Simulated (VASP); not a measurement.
# ScAl (Cmcm) in VASP: electric field gradients with LDA

Aim: the electric field gradients of ScAl with LDA.

Everything below comes from runs of VASP 6.6.1. Logs are shortened: lines on timing, memory, paths and dates and some standing lists are left out, and cuts for length are marked.

### 1 The cell of the first run

It takes space group Cmcm (No. 63, orthorhombic). Conventional cell: a = 4.384 Å, b = 10.639 Å, c = 3.821 Å, α = 90.00°, β = 90.00°, γ = 90.00°. Within 3.9 Å of Sc (site symmetry m2m) lie 7 Al at 2.96 to 3.21 Å and 8 Sc at 3.46 to 3.82 Å. Al (site symmetry m2m) has 2 Al at 2.62 Å and 7 Sc at 2.96 to 3.21 Å within 3.5 Å.

### 2 Electric field gradients, LDA (functional lda, volume scaled by 1.04)

INCAR

```
ALGO = Normal ; EDIFF = 1E-8
ENCUT = 520 ; ISIF = 2
ISMEAR = -1 ; LASPH = True
LCHARG = False ; LEFG = True
LREAL = False ; LWAVE = False
NBANDS = 22 ; NELM = 100
PREC = Accurate ; SIGMA = 0.05
```

KPOINTS

```
k-points
0
Gamma
  10 10 11
```

POSCAR

```
ScAl
1.0
    2.1918680411     -5.3193087520      0.0000000000
    2.1918680411      5.3193087520      0.0000000000
    0.0000000000      0.0000000000      3.8209199544
Sc Al
2 2
Direct
    0.8646810000      0.1353190000      0.7500000000
    0.1353190000      0.8646810000      0.2500000000
    0.5845050000      0.4154950000      0.7500000000
    0.4154950000      0.5845050000      0.2500000000
```

Potentials or basis: VASP PAW LDA potentials, release 64 (Sc_sv, Al).

Command:

```sh
$ cat potpaw_LDA.64/Sc_sv/POTCAR potpaw_LDA.64/Al/POTCAR > POTCAR
$ mpirun -np 1 vasp_std > vasp.out
```

OUTCAR:

```text
EDIFF = 1E-8
   ENCUT = 520
   ISIF = 2
   ISMEAR = -1
   LASPH = True
   LREAL = False
   NELM = 100
   PREC = Accurate

 ion  position               nearest neighbor table
   1  0.865  0.135  0.750-   4 2.96   4 2.96   4 2.96   4 2.96   3 2.98   3 3.21   3 3.21
   2  0.135  0.865  0.250-   3 2.96   3 2.96   3 2.96   3 2.96   4 2.98   4 3.21   4 3.21
   3  0.585  0.415  0.750-   4 2.62   4 2.62   2 2.96   2 2.96   2 2.96   2 2.96   1 2.98   1 3.21
                             1 3.21
   4  0.415  0.585  0.250-   3 2.62   3 2.62   1 2.96   1 2.96   1 2.96   1 2.96   2 2.98   2 3.21
                             2 3.21

  LATTYP: Found a base centered orthorhombic cell.
 ALAT       =     4.3837360822
 B/A-ratio  =     2.4268380451
 C/A-ratio  =     0.8716126799

  Lattice vectors:

 A1 = (   2.1918680411,  -5.3193087520,   0.0000000000)
 A2 = (   2.1918680411,   5.3193087520,   0.0000000000)
 A3 = (   0.0000000000,   0.0000000000,   3.8209199544)

Analysis of symmetry for initial positions (statically):
=====================================================================
 Subroutine PRICEL returns:
 Original cell was already a primitive cell.

 Routine SETGRP: Setting up the symmetry group for a
 base centered orthorhombic supercell.

 Subroutine GETGRP returns: Found  8 space group operations
 (whereof  4 operations were pure point group operations)
 out of a pool of  8 trial point group operations.

The static configuration has the point symmetry C_2h.
 The point group associated with its full space group is D_2h.

Analysis of symmetry for dynamics (positions and initial velocities):
=====================================================================
 Subroutine PRICEL returns:
 Original cell was already a primitive cell.

 Routine SETGRP: Setting up the symmetry group for a
 base centered orthorhombic supercell.

 Subroutine GETGRP returns: Found  8 space group operations
 (whereof  4 operations were pure point group operations)
 out of a pool of  8 trial point group operations.

The dynamic configuration has the point symmetry C_2h.
 The point group associated with its full space group is D_2h.

 Subroutine INISYM returns: Found  8 space group operations
 (whereof  4 operations are pure point group operations),
 and found     1 'primitive' translations

----------------------------------------------------------------------------------------

                                     Primitive cell

  volume of cell :      89.0979

  direct lattice vectors                    reciprocal lattice vectors
     2.191868041 -5.319308752  0.000000000     0.228115922 -0.093997176  0.000000000
     2.191868041  5.319308752  0.000000000     0.228115922  0.093997176  0.000000000
     0.000000000  0.000000000  3.820919954     0.000000000  0.000000000  0.261717076

  length of vectors
     5.753201814  5.753201814  3.820919954     0.246723212  0.246723212  0.261717076

  position of ions in fractional coordinates (direct lattice)
     0.864681000  0.135319000  0.750000000
     0.135319000  0.864681000  0.250000000
     0.584505000  0.415495000  0.750000000
     0.415495000  0.584505000  0.250000000

  ion indices of the primitive-cell ions
   primitive index   ion index
                 1           1
                 2           2
                 3           3
                 4           4

----------------------------------------------------------------------------------------

 KPOINTS: k-points

Automatic generation of k-mesh.
 Grid dimensions read from file:
 generate k-points for:   10   10   11

 Generating k-lattice:

  Cartesian coordinates                     Fractional coordinates (reciprocal lattice)
     0.022811592 -0.009399718  0.000000000     0.100000000  0.000000000  0.000000000
     0.022811592  0.009399718  0.000000000     0.000000000  0.100000000  0.000000000
     0.000000000  0.000000000  0.023792461     0.000000000  0.000000000  0.090909091

  Length of vectors
     0.024672321  0.024672321  0.023792461

  Shift w.r.t. Gamma in fractional coordinates (k-lattice)
     0.000000000  0.000000000  0.000000000

 Subroutine IBZKPT returns following result:
 ===========================================

 Found    186 irreducible k-points:

 Following reciprocal coordinates:
            Coordinates               Weight
  0.000000  0.000000  0.000000      1.000000
  0.100000  0.000000  0.000000      4.000000
  0.200000  0.000000  0.000000      4.000000
  0.300000  0.000000  0.000000      4.000000
  0.400000  0.000000  0.000000      4.000000
  0.500000  0.000000  0.000000      2.000000
[... 16 lines left out ...]
  0.300000  0.300000  0.000000      2.000000
  0.400000  0.300000  0.000000      4.000000
 [... further k-points ...]
   k-points           NKPTS =    186   k-points in BZ     NKDIM =    186   number of bands    NBANDS=     22
   number of dos      NEDOS =    301   number of ions     NIONS =      4
   total plane-waves  NPLWV =  64512
   dimension x,y,z NGX =    48 NGY =   48 NGZ =   28
   dimension x,y,z NGXF=    96 NGYF=   96 NGZF=   56
   ions per type =               2   2
   NGX,Y,Z   is equivalent  to a cutoff of  13.87, 13.87, 12.18 a.u.
   NGXF,Y,Z  is equivalent  to a cutoff of  27.74, 27.74, 24.37 a.u.
 SYSTEM =  unknown system
   PREC   = accura    normal or accurate (medium, high low for compatibility)
   ISTART =      0    job   : 0-new  1-cont  2-samecut
   ICHARG =      2    charge: 1-file 2-atom 10-const
   ISPIN  =      1    spin polarized calculation?
   LNONCOLLINEAR =      F non collinear calculations
   LSORBIT =      F    spin-orbit coupling
   LASPH  =      T    aspherical Exc in radial PAW
   ENCUT  =  520.0 eV  38.22 Ry    6.18 a.u.  10.70 10.70  7.10*2*pi/ulx,y,z
   NELM   =    100;   NELMIN=  2; NELMDL= -5     # of ELM steps
   EDIFF  = 0.1E-07   stopping-criterion for ELM
   LREAL  =      F    real-space projection
   EDIFFG = 0.1E-06   stopping-criterion for IOM
   NSW    =      0    number of steps for IOM
   IBRION =     -1    ionic relax: 0-MD 1-quasi-New 2-CG
   NFREE  =      0    steps in history (QN), initial steepest desc. (CG)
   ISIF   =      2    stress and relaxation
   ISYM   =      2    0-nonsym 1-usesym 2-fastsym
   POTIM  = 0.5000    time-step for ionic-motion
   TEBEG  =    0.0;   TEEND  =   0.0 temperature during run
   PSTRESS=    0.0 pullay stress
   NELECT =      28.0000    total number of electrons
   NUPDOWN=      -1.0000    fix difference up-down
   EMIN   =  10.00;   EMAX   =-10.00  energy-range for DOS
   EFERMI =   0.00;   METHOD = LEGACY
   ISMEAR =    -1;   SIGMA  =   0.05  broadening in eV -4-tet -1-fermi 0-gaus
   EFERMI_NEDOS =   21; number of points for ismear=-14 and -15
   IALGO  =     38    algorithm
   IMIX   =      4    mixing-type and parameters
     AMIX     =   0.40;   BMIX     =  1.00
     AMIX_MAG =   1.60;   BMIX_MAG =  1.00
  volume/ion in A,a.u.               =      22.27       150.32
  Fermi-wavevector in a.u.,A,eV,Ry     =   1.113025  2.103313 16.855239  1.238825
  Thomas-Fermi vector in A             =   2.249606
   LORBIT       =      0    0 simple, 1 ext, 2 COOP (PROOUT), +10 PAW based schemes
   GGA     = CA    functional components
   LHFCALC =     F    Hartree Fock is set to
   AEXX    =    0.0000 exact exchange contribution
   IVDW    =     0    specifies the selected vdW correction
   LEPSILON=     F    determine dielectric tensor
   LRPA    =     F    only Hartree local field effects (RPA)
 non-spin polarized calculation
  energy-cutoff  :      520.00
  volume of cell :       89.10
 maximum number of plane-waves:      2420
 NGX is ok and might be reduce to    48
   NGX = 21   NGY = 21   NGZ = 15

 number of electron      27.9999997 magnetization

 Free energy of the ion-electron system (eV)
  ---------------------------------------------------
  ext. energy  EPLUGINS =         0.00000000
  ---------------------------------------------------
  free energy    TOTEN  =       -22.95995786 eV

  energy without entropy =      -22.92996437  energy(sigma->0) =      -22.94496112

 E-fermi :   4.1239     XC(G=0):  -9.8763

 val. band max:        4.1184476992   @ k =   0.5000   0.5000   0.0909
 cond. band min:       4.1311621857   @ k =   0.2000   0.0000   0.4545
 fundamental gap:      0.0127144865
 Fermi energy:         4.1238930822

 k-point     1 :       0.0000    0.0000    0.0000
  band No.  band energies     occupation
      1     -44.8531      2.00000
      2     -44.8372      2.00000
      3     -23.8696      2.00000
      4     -23.8230      2.00000
      5     -23.8117      2.00000
      6     -23.7865      2.00000
[... 14 lines left out ...]
     21       7.0923      0.00000
     22       7.8236      0.00000

 k-point     2 :       0.1000    0.0000    0.0000
  band No.  band energies     occupation
      1     -44.8529      2.00000
      2     -44.8374      2.00000
      3     -23.8687      2.00000
      4     -23.8247      2.00000
      5     -23.8121      2.00000
      6     -23.7858      2.00000
[... 14 lines left out ...]
     21       7.1459      0.00000
     22       7.4849      0.00000

 k-point     3 :       0.2000    0.0000    0.0000
  band No.  band energies     occupation
      1     -44.8521      2.00000
      2     -44.8380      2.00000
      3     -23.8666      2.00000
      4     -23.8292      2.00000
      5     -23.8129      2.00000
      6     -23.7837      2.00000
[... 14 lines left out ...]
     21       7.0474      0.00000
     22       7.5270      0.00000
[... 476 lines left out ...]
 k-point    23 :       0.3000    0.3000    0.0000
  band No.  band energies     occupation
      1     -44.8490      2.00000
      2     -44.8407      2.00000
      3     -23.8630      2.00000
      4     -23.8241      2.00000
      5     -23.8233      2.00000
      6     -23.7746      2.00000
[... 14 lines left out ...]
     21       6.9502      0.00000
     22       7.8751      0.00000

 k-point    24 :       0.4000    0.3000    0.0000
  band No.  band energies     occupation
      1     -44.8484      2.00000
      2     -44.8414      2.00000
      3     -23.8582      2.00000
      4     -23.8274      2.00000
      5     -23.8149      2.00000
      6     -23.7738      2.00000
[... 14 lines left out ...]
     21       6.8381      0.00000
     22       7.8036      0.00000

 [... further k-points ...]

------------------------ aborting loop because EDIFF is reached ----------------------------------------

  FORCE on cell =-STRESS in cart. coord.  units (eV):
  Direction    XX          YY          ZZ          XY          YZ          ZX
  --------------------------------------------------------------------------------------
  -------------------------------------------------------------------------------------
  Total       -4.0161626     -3.5192987     -3.1901184      0.0000000      0.0000000      0.0000000
  in kB      -72.2194756    -63.2847654    -57.3653754      0.0000000      0.0000000      0.0000000
  external PRESSURE =     -64.2898721 kB  Pullay stress =       0.0000000 kB

 VOLUME and BASIS-vectors are now :
 -----------------------------------------------------------------------------
  energy-cutoff  :      520.00
  volume of cell :       89.10
      direct lattice vectors                 reciprocal lattice vectors
     2.191868041 -5.319308752  0.000000000     0.228115922 -0.093997176  0.000000000
     2.191868041  5.319308752  0.000000000     0.228115922  0.093997176  0.000000000
     0.000000000  0.000000000  3.820919954     0.000000000  0.000000000  0.261717076

 POSITION                                       TOTAL-FORCE (eV/Angst)
 -----------------------------------------------------------------------------------
      2.19187     -3.87970      2.86569         0.000000     -0.092055     -0.000000
      2.19187      3.87970      0.95523         0.000000      0.092055      0.000000
      2.19187     -0.89902      2.86569         0.000000      0.026358      0.000000
      2.19187      0.89902      0.95523         0.000000     -0.026358      0.000000
 -----------------------------------------------------------------------------------
    total drift:                                0.000000     -0.000000     -0.000000

  FREE ENERGIE OF THE ION-ELECTRON SYSTEM (eV)
  ---------------------------------------------------
  free  energy   TOTEN  =       -22.9599578635 eV

  energy  without entropy=      -22.9299643697  energy(sigma->0) =      -22.94496112

 Electric field gradients (V/A^2)
---------------------------------------------------------------------
 ion       V_xx      V_yy      V_zz      V_xy      V_xz      V_yz
---------------------------------------------------------------------
   1       8.863    -4.614    -4.249    -0.000    -0.000    -0.000
   2       8.863    -4.614    -4.249    -0.000     0.000     0.000
   3      -8.827    -3.983    12.810     0.000     0.000     0.000
   4      -8.827    -3.983    12.810    -0.000    -0.000     0.000
---------------------------------------------------------------------

 Electric field gradients after diagonalization (V/A^2)
 (convention: |V_zz| > |V_xx| > |V_yy|)
----------------------------------------------------------------------
 ion       V_xx      V_yy      V_zz     asymmetry (V_yy - V_xx)/ V_zz
----------------------------------------------------------------------
   1      -4.614    -4.249     8.863       0.041
   2      -4.614    -4.249     8.863       0.041
   3      -8.827    -3.983    12.810       0.378
   4      -8.827    -3.983    12.810       0.378
----------------------------------------------------------------------

           NMR quadrupolar parameters

 Cq : quadrupolar parameter    Cq=e*Q*V_zz/h
 eta: asymmetry parameters     (V_yy - V_xx)/ V_zz
 Q  : nuclear electric quadrupole moment in mb (millibarn)
----------------------------------------------------------------------
 ion       Cq(MHz)       eta       Q (mb)
----------------------------------------------------------------------
   1       0.021       0.041       1.000
   2       0.021       0.041       1.000
   3       0.031       0.378       1.000
   4       0.031       0.378       1.000
----------------------------------------------------------------------
```

It took 3 min on 1 thread of Intel Xeon 6975P-C (Granite Rapids), shared host; peak memory 0.43 GiB.

Results:

```
Free energy            : -22.9600 eV
Pressure               : -6.4 GPa
Largest force          : 0.092 eV/Å
Band gap on the k mesh : zero (band 14 reaches 4.78 eV, above the bottom of band 15 at 3.66 eV)
```

Forces in eV/Å, atoms in the order of the input:
```
Sc   0.000 -0.092  0.000
Sc   0.000  0.092  0.000
Al   0.000  0.026  0.000
Al   0.000 -0.026  0.000
```

Levels at points of the mesh, in eV from the Fermi level:
| k point | band 11 | band 12 | band 13 | band 14 | band 15 | band 16 | band 17 | band 18 |
| --- | --- | --- | --- | --- | --- | --- | --- | --- |
| (0.00, 0.00, 0.00) | -1.71 | -0.68 | -0.24 | 0.35 | 0.82 | 0.98 | 1.83 | 1.86 |
| (0.50, 0.00, 0.00) | -2.43 | -2.00 | -0.36 | 0.06 | 1.02 | 1.15 | 1.78 | 1.84 |
| (0.50, 0.50, 0.00) | -0.66 | -0.50 | 0.03 | 0.38 | 0.61 | 1.19 | 1.44 | 1.69 |

Electric field gradients, principal values (V/Å²):
| atom | least | middle | greatest (by size) |
| --- | --- | --- | --- |
| 1 Sc | -4.249 | -4.614 | 8.863 |
| 2 Sc | -4.249 | -4.614 | 8.863 |
| 3 Al | -3.983 | -8.827 | 12.810 |
| 4 Al | -3.983 | -8.827 | 12.810 |

Caveat: without QUAD_EFG the Cq values of the log hold for a quadrupole moment of 1 mb, not for the nuclei.
